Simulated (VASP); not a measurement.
Write the native input for VASP 6.6.1 that does the following.

| Item | Value |
| --- | --- |
| Task | single point |
| Functional | LDA |
| Potentials or basis | VASP PAW LDA potentials, release 64 (Ga_d) |
| Cutoff | 520 eV |
| k mesh | 12 × 12 × 10 |
| Occupations | fermi-dirac, width 0.08 eV |
| Spin | no spin polarisation |
| Dipole correction | no |
| Further INCAR settings | ALGO = Normal; EDIFF = 1e-06; NBANDS = 20 |

The structure of Ga lies in POSCAR:

```
Ga
1.0
    1.4500000000     -4.0650000000      0.0000000000
    1.4500000000      4.0650000000      0.0000000000
    0.0000000000      0.0000000000      3.2651000000
Ga
2
Direct
    0.8670000000      0.1330000000      0.2500000000
    0.1330000000      0.8670000000      0.7500000000
```

This cell differs from its parent crystal: zz strain of +3 %.

The input as run:

INCAR

```
PREC = Accurate
ENCUT = 520
EDIFF = 1E-6
ISMEAR = -1
SIGMA = 0.08
LREAL = F
LASPH = T
NELM = 80
ALGO = Normal
ISIF = 2
LWAVE = F
LCHARG = F
GGA = CA
NBANDS = 20
```

KPOINTS

```
regular mesh
0
Gamma
  12 12 10
```

Potentials or basis: VASP PAW LDA potentials, release 64 (Ga_d).

Launch:

```sh
$ cat potpaw_LDA.64/Ga_d/POTCAR > POTCAR
$ mpirun -np 1 vasp_std > vasp.out
```

Results of the run:

```yaml
Pressure: -5.1 GPa
Largest_force: 0.153 eV/Å
Band_gap_on_the_k_mesh: zero (band 13 reaches 9.64 eV, above the bottom of band 14 at 1.01 eV)
```

Caveat: the cell differs from its parent crystal (zz strain of +3 %).

Wall time 77 s on 1 thread of Intel(R) Xeon(R) Platinum 8259CL CPU @ 2.50GHz (Skylake/Cascade Lake), with other jobs on the host, peak memory 0.26 GiB.
